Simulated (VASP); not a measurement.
# Ni (Fm-3m) in VASP: notebook

The runs below take Ni through single point, with PBE.

Program: VASP 6.6.1. These are calculated values, not measurements. Logs are shortened: lines on timing, memory, paths and dates and some standing lists are left out, and cuts for length are marked.

## (1) The cell of the first run

It takes space group Fm-3m (No. 225, cubic). The conventional cell has a = 3.519 Å, b = 3.519 Å, c = 3.519 Å, α = 90.00°, β = 90.00°, γ = 90.00°. Ni (site symmetry m-3m) has 12 Ni at 2.49 Å within 3.3 Å.

## (2) Single point, PBE, non-collinear spin, typed start, spin-orbit coupling

Contents of INCAR:

```
ALGO = Normal
EDIFF = 1E-6
ENCUT = 520
GGA = PE
GGA_COMPAT = False
ISIF = 2
ISMEAR = -1
LASPH = True
LCHARG = False
LMAXMIX = 4
LORBIT = 11
LORBMOM = True
LREAL = False
LSORBIT = True
LWAVE = False
MAGMOM = 0 0 0.672
NBANDS = 21
NELM = 150
PREC = Accurate
SIGMA = 0.05
```

Contents of KPOINTS:

```
k-points
0
Gamma
  15 15 15
```

Contents of POSCAR:

```
Ni
1.0
    0.0000000000      1.7596893266      1.7596893266
    1.7596893266      0.0000000000      1.7596893266
    1.7596893266      1.7596893266      0.0000000000
Ni
1
Direct
    0.0000000000      0.0000000000      0.0000000000
```

Potentials or basis: VASP PAW PBE potentials, release 64 (Ni).

Started as:

```bash
$ cat potpaw_PBE.64/Ni/POTCAR > POTCAR
$ mpirun -np 1 vasp_ncl > vasp.out
```

OUTCAR:

```text
EDIFF = 1E-6
   ENCUT = 520
   GGA = PE
   ISIF = 2
   ISMEAR = -1
   LASPH = True
   LORBIT = 11
   LREAL = False
   LSORBIT = True
   NELM = 150
   PREC = Accurate

 ion  position               nearest neighbor table
   1  0.000  0.000  0.000-

  LATTYP: Found a face centered cubic cell.
 ALAT       =     3.5193786532

  Lattice vectors:

 A1 = (   0.0000000000,   1.7596893266,   1.7596893266)
 A2 = (   1.7596893266,   0.0000000000,   1.7596893266)
 A3 = (   1.7596893266,   1.7596893266,   0.0000000000)

Analysis of symmetry for initial positions (statically):
=====================================================================
 Subroutine PRICEL returns:
 Original cell was already a primitive cell.

 Routine SETGRP: Setting up the symmetry group for a
 face centered cubic supercell.

 Subroutine GETGRP returns: Found 48 space group operations
 (whereof 48 operations were pure point group operations)
 out of a pool of 48 trial point group operations.

The static configuration has the point symmetry O_h .

Analysis of symmetry for dynamics (positions and initial velocities):
=====================================================================
 Subroutine PRICEL returns:
 Original cell was already a primitive cell.

 Routine SETGRP: Setting up the symmetry group for a
 face centered cubic supercell.

 Subroutine GETGRP returns: Found 48 space group operations
 (whereof 48 operations were pure point group operations)
 out of a pool of 48 trial point group operations.

The dynamic configuration has the point symmetry O_h .

Analysis of structural, dynamic, and magnetic symmetry:
=====================================================================
 Subroutine PRICEL returns:
 Original cell was already a primitive cell.

 Routine SETGRP: Setting up the symmetry group for a
 face centered cubic supercell.

 Subroutine GETGRP returns: Found  8 space group operations
 (whereof  8 operations were pure point group operations)
 out of a pool of 48 trial point group operations.

The overall configuration has the point symmetry C_4h.

 Subroutine INISYM returns: Found  8 space group operations
 (whereof  8 operations are pure point group operations),
 and found     1 'primitive' translations

----------------------------------------------------------------------------------------

                                     Primitive cell

  volume of cell :      10.8978

  direct lattice vectors                    reciprocal lattice vectors
     0.000000000  1.759689327  1.759689327    -0.284141065  0.284141065  0.284141065
     1.759689327  0.000000000  1.759689327     0.284141065 -0.284141065  0.284141065
     1.759689327  1.759689327  0.000000000     0.284141065  0.284141065 -0.284141065

  length of vectors
     2.488576511  2.488576511  2.488576511     0.492146762  0.492146762  0.492146762

  position of ions in fractional coordinates (direct lattice)
     0.000000000  0.000000000  0.000000000

  ion indices of the primitive-cell ions
   primitive index   ion index
                 1           1

----------------------------------------------------------------------------------------

 KPOINTS: k-points

Automatic generation of k-mesh.
 Grid dimensions read from file:
 generate k-points for:   15   15   15

 Generating k-lattice:

  Cartesian coordinates                     Fractional coordinates (reciprocal lattice)
    -0.018942738  0.018942738  0.018942738     0.066666667  0.000000000  0.000000000
     0.018942738 -0.018942738  0.018942738     0.000000000  0.066666667  0.000000000
     0.018942738  0.018942738 -0.018942738     0.000000000  0.000000000  0.066666667

  Length of vectors
     0.032809784  0.032809784  0.032809784

  Shift w.r.t. Gamma in fractional coordinates (k-lattice)
     0.000000000  0.000000000  0.000000000

 Subroutine IBZKPT returns following result:
[... 39 lines left out ...]
 SYSTEM =  unknown system
   PREC   = accura    normal or accurate (medium, high low for compatibility)
   ISTART =      0    job   : 0-new  1-cont  2-samecut
   ICHARG =      2    charge: 1-file 2-atom 10-const
   ISPIN  =      1    spin polarized calculation?
   LNONCOLLINEAR =      T non collinear calculations
   LSORBIT =      T    spin-orbit coupling
   LASPH  =      T    aspherical Exc in radial PAW
   ENCUT  =  520.0 eV  38.22 Ry    6.18 a.u.   4.63  4.63  4.63*2*pi/ulx,y,z
   NELM   =    150;   NELMIN=  2; NELMDL= -5     # of ELM steps
   EDIFF  = 0.1E-05   stopping-criterion for ELM
   LREAL  =      F    real-space projection
   EDIFFG = 0.1E-04   stopping-criterion for IOM
   NSW    =      0    number of steps for IOM
   IBRION =     -1    ionic relax: 0-MD 1-quasi-New 2-CG
   NFREE  =      0    steps in history (QN), initial steepest desc. (CG)
   ISIF   =      2    stress and relaxation
   ISYM   =      2    0-nonsym 1-usesym 2-fastsym
   POTIM  = 0.5000    time-step for ionic-motion
   TEBEG  =    0.0;   TEEND  =   0.0 temperature during run
   PSTRESS=    0.0 pullay stress
   NELECT =      10.0000    total number of electrons
   NUPDOWN=      -1.0000    fix difference up-down
   EMIN   =  10.00;   EMAX   =-10.00  energy-range for DOS
   EFERMI =   0.00;   METHOD = LEGACY
   ISMEAR =    -1;   SIGMA  =   0.05  broadening in eV -4-tet -1-fermi 0-gaus
   EFERMI_NEDOS =   21; number of points for ismear=-14 and -15
   IALGO  =     38    algorithm
   IMIX   =      4    mixing-type and parameters
     AMIX     =   0.40;   BMIX     =  1.00
     AMIX_MAG =   1.60;   BMIX_MAG =  1.00
  volume/ion in A,a.u.               =      10.90        73.54
  Fermi-wavevector in a.u.,A,eV,Ry     =   1.590849  3.006268 34.433612  2.530799
  Thomas-Fermi vector in A             =   2.689480
   LORBIT       =     11    0 simple, 1 ext, 2 COOP (PROOUT), +10 PAW based schemes
   GGA     = PE    functional components
   LHFCALC =     F    Hartree Fock is set to
   AEXX    =    0.0000 exact exchange contribution
   IVDW    =     0    specifies the selected vdW correction
   LEPSILON=     F    determine dielectric tensor
   LRPA    =     F    only Hartree local field effects (RPA)
  energy-cutoff  :      520.00
  volume of cell :       10.90
 maximum number of plane-waves:       608
   NGX =  9   NGY =  9   NGZ =  9

 number of electron      10.0000009 magnetization      -0.0000000     -0.0000000      0.6413710

 number of electron      10.0000009 magnetization      -0.0000000      0.0000000      0.6413650

 number of electron      10.0000009 magnetization       0.0000000      0.0000000      0.6413656

 Free energy of the ion-electron system (eV)
  ---------------------------------------------------
  ext. energy  EPLUGINS =         0.00000000
  ---------------------------------------------------
  free energy    TOTEN  =        -5.48798485 eV

  energy without entropy =       -5.47397206  energy(sigma->0) =       -5.48097845

 E-fermi :   9.3525     XC(G=0): -13.2464

 val. band max:        9.3517068118   @ k =  -0.1333   0.2000   0.4000
 cond. band min:       9.3532932776   @ k =   0.0000   0.4000   0.2667
 fundamental gap:      0.0015864658
 Fermi energy:         9.3525322196

 k-point     1 :       0.0000    0.0000    0.0000
  band No.  band energies     occupation
      1       0.3215      1.00000
      2       0.3523      1.00000
      3       6.8582      1.00000
      4       6.8973      1.00000
      5       6.9467      1.00000
      6       7.6096      1.00000
[... 565 lines left out ...]
     20      34.1809      0.00000
     21      38.3373      0.00000

 [... further k-points ...]
[... 5 lines left out ...]
  --------------------------------------------------------------------------------------
  -------------------------------------------------------------------------------------
  Total        0.0001897      0.0001897     -0.0000380     -0.0000000     -0.0000000     -0.0000000
  in kB        0.0278868      0.0278868     -0.0055940     -0.0000055     -0.0000000     -0.0000000
  external PRESSURE =       0.0167265 kB  Pullay stress =       0.0000000 kB

 VOLUME and BASIS-vectors are now :
 -----------------------------------------------------------------------------
  energy-cutoff  :      520.00
  volume of cell :       10.90
      direct lattice vectors                 reciprocal lattice vectors
     0.000000000  1.759689327  1.759689327    -0.284141065  0.284141065  0.284141065
     1.759689327  0.000000000  1.759689327     0.284141065 -0.284141065  0.284141065
     1.759689327  1.759689327  0.000000000     0.284141065  0.284141065 -0.284141065

 POSITION                                       TOTAL-FORCE (eV/Angst)
 -----------------------------------------------------------------------------------
      0.00000      0.00000      0.00000         0.000000      0.000000      0.000000
 -----------------------------------------------------------------------------------
    total drift:                                0.000000      0.000000      0.000000

  FREE ENERGIE OF THE ION-ELECTRON SYSTEM (eV)
  ---------------------------------------------------
  free  energy   TOTEN  =        -5.4879848537 eV

  energy  without entropy=       -5.4739720554  energy(sigma->0) =       -5.48097845

 orbital moment (x)

 # of ion     p       d       tot
 ----------------------------------------
  1         0.000  -0.000  -0.000
 ----------------------------------------
            0.000  -0.000  -0.000

 orbital moment (y)

 # of ion     p       d       tot
 ----------------------------------------
  1         0.000   0.000   0.000
 ----------------------------------------
            0.000   0.000   0.000

 orbital moment (z)

 # of ion     p       d       tot
 ----------------------------------------
  1         0.000   0.048   0.048
 ----------------------------------------
            0.000   0.048   0.048

 Spin-Orbit-Coupling matrix elements

 Ion:    1  E_soc:     -0.0183045
 l=   1
     0.0000000    -0.0004030    -0.0004010
    -0.0004030     0.0000000    -0.0004030
    -0.0004010    -0.0004030     0.0000000
 l=   2
     0.0000000    -0.0004585     0.0000000    -0.0004585    -0.0022898
    -0.0004585     0.0000000    -0.0015944    -0.0004881    -0.0005308
     0.0000000    -0.0015944     0.0000000    -0.0015944     0.0000000
    -0.0004585    -0.0004881    -0.0015944     0.0000000    -0.0005308
    -0.0022898    -0.0005308     0.0000000    -0.0005308     0.0000000
 l=   3
     0.0000000     0.0000000     0.0000000     0.0000000     0.0000000     0.0000000     0.0000000
     0.0000000     0.0000000     0.0000000     0.0000000     0.0000000     0.0000000     0.0000000
     0.0000000     0.0000000     0.0000000     0.0000000     0.0000000     0.0000000     0.0000000
     0.0000000     0.0000000     0.0000000     0.0000000     0.0000000     0.0000000     0.0000000
     0.0000000     0.0000000     0.0000000     0.0000000     0.0000000     0.0000000     0.0000000
     0.0000000     0.0000000     0.0000000     0.0000000     0.0000000     0.0000000     0.0000000
     0.0000000     0.0000000     0.0000000     0.0000000     0.0000000     0.0000000     0.0000000

 total charge

# of ion       s       p       d       tot
------------------------------------------
    1        0.498   0.497   8.312   9.307

 magnetization (x)

# of ion       s       p       d       tot
------------------------------------------
    1        0.000   0.000   0.000   0.000

 magnetization (y)

# of ion       s       p       d       tot
------------------------------------------
    1        0.000   0.000   0.000   0.000

 magnetization (z)

# of ion       s       p       d       tot
------------------------------------------
    1       -0.006  -0.025   0.684   0.653
```

Wall time 7.3 min (1 thread of Intel Xeon Platinum 8124M at 3.00GHz (Skylake/Cascade Lake), shared host); peak memory 0.28 GiB.

Results:

```yaml
Free_energy: -5.4880 eV
Pressure: 0.0 GPa
Net_moment: 0.64 μB per cell
Valence_electrons_inside_the_program's_atomic_spheres: Ni 9.31
```

Moments on the atoms (μB; x, y, z):
```
Ni  0.00 0.00 0.65
```

## (3) Single point, PBE, collinear spin, ferromagnetic start (volume scaled by 1.08)

Contents of INCAR:

```
SYSTEM = Ni
PREC = Accurate
ENCUT = 520
EDIFF = 1E-6
ISMEAR = -1
SIGMA = 0.05
LREAL = .False.
LASPH = .True.
NELM = 150
ALGO = Normal
ISIF = 2
LWAVE = .False.
LCHARG = .False.
ISPIN = 2
MAGMOM = 0.672
LORBIT = 11
LMAXMIX = 4
GGA = PE
NBANDS = 15
```

Contents of KPOINTS:

```
Automatic mesh
0
Gamma
  25 25 25
  0 0 0
```

Contents of POSCAR:

```
Ni
1.0
    0.0000000000      1.8054158533      1.8054158533
    1.8054158533      0.0000000000      1.8054158533
    1.8054158533      1.8054158533      0.0000000000
Ni
1
Direct
    0.0000000000      0.0000000000      0.0000000000
```

Potentials or basis: VASP PAW PBE potentials, release 64 (Ni).

Started as:

```bash
$ cat potpaw_PBE.64/Ni/POTCAR > POTCAR
$ mpirun -np 1 vasp_std > vasp.out
```

Wall time 1.7 min (1 thread of Intel Xeon Platinum 8124M at 3.00GHz (Skylake/Cascade Lake), shared host); peak memory 0.23 GiB.

It converged, with:

```yaml
Free_energy: -5.4402 eV
Pressure: -12.6 GPa
Net_moment: 0.64 μB per cell
Site_moments: Ni +0.66 μB
Valence_electrons_inside_the_program's_atomic_spheres: Ni 9.18
```

Levels at points of the mesh, in eV from the Fermi level:
Spin up:
```
           k point  band 1  band 2  band 3  band 4  band 5  band 6  band 7  band 8  band 9  band 10
(0.00, 0.00, 0.00)   -8.48   -2.26   -2.26   -2.26   -1.20   -1.20   23.05   26.30   26.30    26.30
```
Spin down:
| k point | band 2 | band 3 | band 4 | band 5 | band 6 | band 7 | band 8 | band 9 |
| --- | --- | --- | --- | --- | --- | --- | --- | --- |
| (0.00, 0.00, 0.00) | -1.49 | -1.49 | -1.49 | -0.60 | -0.60 | 22.87 | 26.29 | 26.29 |

Caveat: the cell differs from its parent crystal (volume scaled by 1.08).

## (4) Single point, PBE, collinear spin, ferromagnetic start (volume scaled by 1.12)

Contents of INCAR:

```
PREC = Accurate
ENCUT = 520
EDIFF = 1E-6
ISMEAR = -1
SIGMA = 0.05
LREAL = F
LASPH = T
NELM = 150
ALGO = Normal
ISIF = 2
LWAVE = F
LCHARG = F
ISPIN = 2
MAGMOM = 0.672
LORBIT = 11
LMAXMIX = 4
GGA = PE
NBANDS = 15
```

Contents of KPOINTS:

```
Automatic mesh
0
Gamma
  25 25 25
```

Contents of POSCAR:

```
Ni
1.0
    0.0000000000      1.8274352899      1.8274352899
    1.8274352899      0.0000000000      1.8274352899
    1.8274352899      1.8274352899      0.0000000000
Ni
1
Direct
    0.0000000000      0.0000000000      0.0000000000
```

Started as:

```bash
$ cat potpaw_PBE.64/Ni/POTCAR > POTCAR
$ mpirun -np 1 vasp_std > vasp.out
```

Wall time 2 min (1 thread of Intel Xeon Platinum 8124M at 3.00GHz (Skylake/Cascade Lake), shared host); peak memory 0.23 GiB.

Results (log left out):

```yaml
Free_energy: -5.4000 eV
Pressure: -16.8 GPa
Net_moment: 0.65 μB per cell
Site_moments: Ni +0.68 μB
Valence_electrons_inside_the_program's_atomic_spheres: Ni 9.13
```

Levels at points of the mesh, in eV from the Fermi level:
Spin up:
```csv
k point,band 2,band 3,band 4,band 5,band 6,band 7,band 8,band 9
"(0.00, 0.00, 0.00)",-2.19,-2.19,-2.19,-1.18,-1.18,22.74,25.71,25.71
```
Spin down:
| k point | band 2 | band 3 | band 4 | band 5 | band 6 | band 7 | band 8 | band 9 |
| --- | --- | --- | --- | --- | --- | --- | --- | --- |
| (0.00, 0.00, 0.00) | -1.40 | -1.40 | -1.40 | -0.57 | -0.57 | 22.55 | 25.70 | 25.70 |

Caveat: the cell differs from its parent crystal (volume scaled by 1.12).

## (5) Single point, PBE

This run uses another cell than the first one, of 10.85 Å³/atom, 0.996 times its volume.

Contents of INCAR:

```
SYSTEM = Ni
PREC = Accurate ; ENCUT = 600
EDIFF = 1E-6 ; ISMEAR = -1
SIGMA = 0.1 ; LREAL = .FALSE.
LASPH = .TRUE. ; NELM = 120
ALGO = Normal ; ISIF = 2
LWAVE = .FALSE. ; LCHARG = .TRUE.
GGA = PE ; LELF = .TRUE.
LVHAR = .TRUE. ; NBANDS = 11
GGA_COMPAT = .FALSE.
```

Contents of KPOINTS:

```
Automatic mesh
0
G
  2 2 2
  0 0 0
```

Contents of POSCAR:

```
Ni
1.0
    0.0000000000      1.7572466680      1.7572466680
    1.7572466680      0.0000000000      1.7572466680
    1.7572466680      1.7572466680      0.0000000000
Ni
1
Direct
    0.0000000000      0.0000000000      0.0000000000
```

Started as:

```bash
$ cat potpaw_PBE.64/Ni/POTCAR > POTCAR
$ mpirun -np 1 vasp_std > vasp.out
```

Run time: 5.3 s. Hardware: 1 thread of Intel Xeon Platinum 8259CL at 2.50GHz (Skylake/Cascade Lake), shared host; peak memory 0.12 GiB.

It converged, with:

| Item | Value |
| --- | --- |
| Free energy | -2.9450 eV |
| Pressure | 34.4 GPa |
| Band gap on the k mesh | zero (band 5 reaches 9.31 eV, above the bottom of band 6 at 8.42 eV) |

Levels at points of the mesh, in eV from the Fermi level:
```tsv
k point	band 2	band 3	band 4	band 5	band 6	band 7	band 8	band 9	band 10	band 11
(0.00, 0.00, 0.00)	-2.02	-2.02	-2.02	-0.89	-0.89	23.72	27.74	27.74	27.74	30.70
(0.50, 0.00, 0.00)	-2.05	-2.05	-0.22	-0.17	-0.17	5.96	22.27	24.84	24.84	27.72
(0.50, 0.50, 0.00)	-3.86	-0.17	0.00	0.00	2.51	9.46	14.95	14.95	19.91	23.48
```

Caveat: the k points lie up to 1.55 Å⁻¹ apart; the run has no spin polarisation, though such a crystal can be magnetic.

(Part 1 of 2 ends here.)
